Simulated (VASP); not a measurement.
# SnO2 (P6_3/mmc) in VASP: notebook, part 2 of 2

VASP 6.6.1. The steps go on from the part before.

## 3. Single point, LDA

Input file INCAR:

```
SYSTEM = SnO2
PREC     = Accurate       ! precision mode
ENCUT    = 520            ! plane-wave cutoff, eV
EDIFF    = 1E-6           ! SCF threshold, eV
ISMEAR   = 0              ! smearing method
SIGMA    = 0.01           ! smearing width, eV
LREAL    = .FALSE.        ! projectors in reciprocal space
LASPH    = .TRUE.         ! aspherical terms in the spheres
NELM     = 80             ! most SCF steps
ALGO     = Normal         ! electronic algorithm
ISIF     = 2              ! what is computed and relaxed
LWAVE    = .FALSE.        ! write WAVECAR
LCHARG   = .FALSE.        ! write CHGCAR
GGA      = CA             ! functional
NBANDS   = 35             ! bands
```

Input file KPOINTS:

```
Automatic mesh
0
G
  6 6 2
  0 0 0
```

Input file POSCAR:

```
SnO2
1.0
    3.2305756200      0.0000000000      0.0000000000
   -1.6152878100      2.7977605500      0.0000000000
    0.0000000000      0.0000000000     10.7905620000
Sn O
2 4
Direct
    0.0000000000      0.0000000000      0.5000000000
    0.0000000000      0.0000000000      0.0000000000
    0.6666666700      0.3333333300      0.4058620000
    0.6666666700      0.3333333300      0.0941380000
    0.3333333300      0.6666666700      0.5941380000
    0.3333333300      0.6666666700      0.9058620000
```

Potentials or basis: VASP PAW LDA potentials, release 64 (Sn_d, O).

On the command line:

```sh
cat potpaw_LDA.64/Sn_d/POTCAR potpaw_LDA.64/O/POTCAR > POTCAR
mpirun -np 1 vasp_std > vasp.out
```

OUTCAR:

```text
SYSTEM = SnO2
   PREC = Accurate
   ENCUT = 520
   EDIFF = 1E-6
   ISMEAR = 0
   LREAL = .FALSE.
   LASPH = .TRUE.
   NELM = 80
   ISIF = 2
   GGA = CA

 ion  position               nearest neighbor table
   1  0.000  0.000  0.500-   3 2.12   5 2.12   5 2.12   3 2.12   3 2.12   5 2.12
   2  0.000  0.000  0.000-   4 2.12   6 2.12   6 2.12   4 2.12   4 2.12   6 2.12
   3  0.667  0.333  0.406-   1 2.12   1 2.12   1 2.12
   4  0.667  0.333  0.094-   2 2.12   2 2.12   2 2.12
   5  0.333  0.667  0.594-   1 2.12   1 2.12   1 2.12
   6  0.333  0.667  0.906-   2 2.12   2 2.12   2 2.12

  LATTYP: Found a hexagonal cell.
 ALAT       =     3.2305756200
 C/A-ratio  =     3.3401360220

  Lattice vectors:

 A1 = (   3.2305756200,   0.0000000000,   0.0000000000)
 A2 = (  -1.6152878100,   2.7977605500,   0.0000000000)
 A3 = (   0.0000000000,   0.0000000000,  10.7905620000)

Analysis of symmetry for initial positions (statically):
=====================================================================
 Subroutine PRICEL returns:
 Original cell was already a primitive cell.

 Routine SETGRP: Setting up the symmetry group for a
 hexagonal supercell.

 Subroutine GETGRP returns: Found 24 space group operations
 (whereof 12 operations were pure point group operations)
 out of a pool of 24 trial point group operations.

The static configuration has the point symmetry D_3d.
 The point group associated with its full space group is D_6h.

Analysis of symmetry for dynamics (positions and initial velocities):
=====================================================================
 Subroutine PRICEL returns:
 Original cell was already a primitive cell.

 Routine SETGRP: Setting up the symmetry group for a
 hexagonal supercell.

 Subroutine GETGRP returns: Found 24 space group operations
 (whereof 12 operations were pure point group operations)
 out of a pool of 24 trial point group operations.

The dynamic configuration has the point symmetry D_3d.
 The point group associated with its full space group is D_6h.

 Subroutine INISYM returns: Found 24 space group operations
 (whereof 12 operations are pure point group operations),
 and found     1 'primitive' translations

----------------------------------------------------------------------------------------

                                     Primitive cell

  volume of cell :      97.5292

  direct lattice vectors                    reciprocal lattice vectors
     3.230575620  0.000000000  0.000000000     0.309542360  0.178714365  0.000000000
    -1.615287810  2.797760550  0.000000000     0.000000000  0.357428730  0.000000000
     0.000000000  0.000000000 10.790562000     0.000000000  0.000000000  0.092673579

  length of vectors
     3.230575620  3.230575615 10.790562000     0.357428729  0.357428730  0.092673579

  position of ions in fractional coordinates (direct lattice)
     0.000000000  0.000000000  0.500000000
     0.000000000  0.000000000  0.000000000
     0.666666670  0.333333330  0.405862000
     0.666666670  0.333333330  0.094138000
     0.333333330  0.666666670  0.594138000
     0.333333330  0.666666670  0.905862000

  ion indices of the primitive-cell ions
[... 38 lines left out ...]
  0.333333  0.000000  0.000000      6.000000
  0.500000  0.000000  0.000000      3.000000
  0.166667  0.166667  0.000000      6.000000
  0.333333  0.166667  0.000000     12.000000
  0.333333  0.333333  0.000000      2.000000
  0.000000  0.000000  0.500000      1.000000
  0.166667  0.000000  0.500000      6.000000
  0.333333  0.000000  0.500000      6.000000
  0.500000  0.000000  0.500000      3.000000
  0.166667  0.166667  0.500000      6.000000
  0.333333  0.166667  0.500000     12.000000
  0.333333  0.333333  0.500000      2.000000
   k-points           NKPTS =     14   k-points in BZ     NKDIM =     14   number of bands    NBANDS=     35
   number of dos      NEDOS =    301   number of ions     NIONS =      6
   total plane-waves  NPLWV =  46080
   dimension x,y,z NGX =    24 NGY =   24 NGZ =   80
   dimension x,y,z NGXF=    48 NGYF=   48 NGZF=  160
   ions per type =               2   4
   NGX,Y,Z   is equivalent  to a cutoff of  12.35, 12.35, 12.33 a.u.
   NGXF,Y,Z  is equivalent  to a cutoff of  24.70, 24.70, 24.65 a.u.
 SYSTEM =  SnO2
   PREC   = accura    normal or accurate (medium, high low for compatibility)
   ISTART =      0    job   : 0-new  1-cont  2-samecut
   ICHARG =      2    charge: 1-file 2-atom 10-const
   ISPIN  =      1    spin polarized calculation?
   LNONCOLLINEAR =      F non collinear calculations
   LSORBIT =      F    spin-orbit coupling
   LASPH  =      T    aspherical Exc in radial PAW
   ENCUT  =  520.0 eV  38.22 Ry    6.18 a.u.   6.01  6.01 20.06*2*pi/ulx,y,z
   NELM   =     80;   NELMIN=  2; NELMDL= -5     # of ELM steps
   EDIFF  = 0.1E-05   stopping-criterion for ELM
   LREAL  =      F    real-space projection
   EDIFFG = 0.1E-04   stopping-criterion for IOM
   NSW    =      0    number of steps for IOM
   IBRION =     -1    ionic relax: 0-MD 1-quasi-New 2-CG
   NFREE  =      0    steps in history (QN), initial steepest desc. (CG)
   ISIF   =      2    stress and relaxation
   ISYM   =      2    0-nonsym 1-usesym 2-fastsym
   POTIM  = 0.5000    time-step for ionic-motion
   TEBEG  =    0.0;   TEEND  =   0.0 temperature during run
   PSTRESS=    0.0 pullay stress
   NELECT =      52.0000    total number of electrons
   NUPDOWN=      -1.0000    fix difference up-down
   EMIN   =  10.00;   EMAX   =-10.00  energy-range for DOS
   EFERMI =   0.00;   METHOD = LEGACY
   ISMEAR =     0;   SIGMA  =   0.01  broadening in eV -4-tet -1-fermi 0-gaus
   EFERMI_NEDOS =   21; number of points for ismear=-14 and -15
   IALGO  =     38    algorithm
   IMIX   =      4    mixing-type and parameters
     AMIX     =   0.40;   BMIX     =  1.00
     AMIX_MAG =   1.60;   BMIX_MAG =  1.00
  volume/ion in A,a.u.               =      16.25       109.69
  Fermi-wavevector in a.u.,A,eV,Ry     =   1.327490  2.508591 23.976574  1.762228
  Thomas-Fermi vector in A             =   2.456798
   LORBIT       =      0    0 simple, 1 ext, 2 COOP (PROOUT), +10 PAW based schemes
   GGA     = CA    functional components
   LHFCALC =     F    Hartree Fock is set to
   AEXX    =    0.0000 exact exchange contribution
   IVDW    =     0    specifies the selected vdW correction
   LEPSILON=     F    determine dielectric tensor
   LRPA    =     F    only Hartree local field effects (RPA)
 non-spin polarized calculation
 Gauss-broadening in eV      SIGMA  =   0.01
  energy-cutoff  :      520.00
  volume of cell :       97.53
 maximum number of plane-waves:      2670
   NGX = 13   NGY = 13   NGZ = 41

 number of electron      51.9999995 magnetization

 Free energy of the ion-electron system (eV)
  ---------------------------------------------------
  ext. energy  EPLUGINS =         0.00000000
  ---------------------------------------------------
  free energy    TOTEN  =       -40.72810515 eV

  energy without entropy =      -40.72810515  energy(sigma->0) =      -40.72810515

 E-fermi :   1.8249     XC(G=0):  -9.7428

 val. band max:        1.7684724555   @ k =   0.3333   0.1667   0.0000
 cond. band min:       3.7399638721   @ k =   0.0000   0.0000   0.0000
 fundamental gap:      1.9714914167
 Fermi energy:         1.8249062937

 k-point     1 :       0.0000    0.0000    0.0000
  band No.  band energies     occupation
      1     -18.1409      2.00000
      2     -18.1403      2.00000
      3     -17.9489      2.00000
      4     -17.9489      2.00000
      5     -17.9489      2.00000
      6     -17.9489      2.00000
[... 521 lines left out ...]
     34      11.7658      0.00000
     35      13.4517      0.00000

------------------------ aborting loop because EDIFF is reached ----------------------------------------

  FORCE on cell =-STRESS in cart. coord.  units (eV):
  Direction    XX          YY          ZZ          XY          YZ          ZX
  --------------------------------------------------------------------------------------
  -------------------------------------------------------------------------------------
  Total       -5.0837229     -5.0837229     -2.8616418      0.0000000      0.0000000      0.0000000
  in kB      -83.5137404    -83.5137400    -47.0101179      0.0000000      0.0000000      0.0000000
  external PRESSURE =     -71.3458661 kB  Pullay stress =       0.0000000 kB

 VOLUME and BASIS-vectors are now :
 -----------------------------------------------------------------------------
  energy-cutoff  :      520.00
  volume of cell :       97.53
      direct lattice vectors                 reciprocal lattice vectors
     3.230575620  0.000000000  0.000000000     0.309542360  0.178714365  0.000000000
    -1.615287810  2.797760550  0.000000000     0.000000000  0.357428730  0.000000000
     0.000000000  0.000000000 10.790562000     0.000000000  0.000000000  0.092673579

 POSITION                                       TOTAL-FORCE (eV/Angst)
 -----------------------------------------------------------------------------------
      0.00000      0.00000      5.39528         0.000000      0.000000     -0.000000
      0.00000      0.00000      0.00000         0.000000      0.000000     -0.000000
      1.61529      0.93259      4.37948        -0.000000     -0.000000      0.636922
      1.61529      0.93259      1.01580         0.000000     -0.000000     -0.636922
     -0.00000      1.86517      6.41108        -0.000000     -0.000000     -0.636922
     -0.00000      1.86517      9.77476         0.000000      0.000000      0.636922
 -----------------------------------------------------------------------------------
    total drift:                               -0.000000     -0.000000      0.000000

  FREE ENERGIE OF THE ION-ELECTRON SYSTEM (eV)
  ---------------------------------------------------
  free  energy   TOTEN  =       -40.7281051513 eV

  energy  without entropy=      -40.7281051513  energy(sigma->0) =      -40.72810515
```

It took 59 s on 1 thread of Intel Xeon Platinum 8259CL at 2.50GHz (Skylake/Cascade Lake), shared host; peak memory 0.18 GiB.

What came out:

```
Free energy            : -40.7281 eV
Pressure               : -7.1 GPa
Largest force          : 0.637 eV/Å
Band gap on the k mesh : 1.97 eV, indirect (least direct gap 2.38 eV)
```

Forces in eV/Å, atoms in the order of the input:
```
Sn   0.000  0.000  0.000
Sn   0.000  0.000  0.000
O    0.000  0.000  0.637
O    0.000  0.000 -0.637
O    0.000  0.000 -0.637
O    0.000  0.000  0.637
```

Stress tensor (GPa, compression positive):
```
-8.35  0.00  0.00
 0.00 -8.35  0.00
 0.00  0.00 -4.70
```

Levels at points of the mesh, in eV from the valence-band top:
| k point | band 22 | band 23 | band 24 | band 25 | band 26 | band 27 | band 28 | band 29 | band 30 | band 31 |
| --- | --- | --- | --- | --- | --- | --- | --- | --- | --- | --- |
| (0.00, 0.00, 0.00) | -0.89 | -0.89 | -0.86 | -0.86 | -0.40 | 1.97 | 2.71 | 5.24 | 5.60 | 9.81 |
| (0.50, 0.00, 0.00) | -1.15 | -0.56 | -0.52 | -0.45 | -0.07 | 4.95 | 5.09 | 6.75 | 7.35 | 9.65 |
| (0.00, 0.00, 0.50) | -0.88 | -0.88 | -0.88 | -0.74 | -0.74 | 2.35 | 2.35 | 5.43 | 5.43 | 9.90 |
| (0.50, 0.00, 0.50) | -1.32 | -0.54 | -0.54 | -0.24 | -0.24 | 5.02 | 5.02 | 7.03 | 7.03 | 9.83 |

Caveat: spin-orbit coupling is left out, which moves the levels of the heavy elements. A k mesh can miss the band edges.
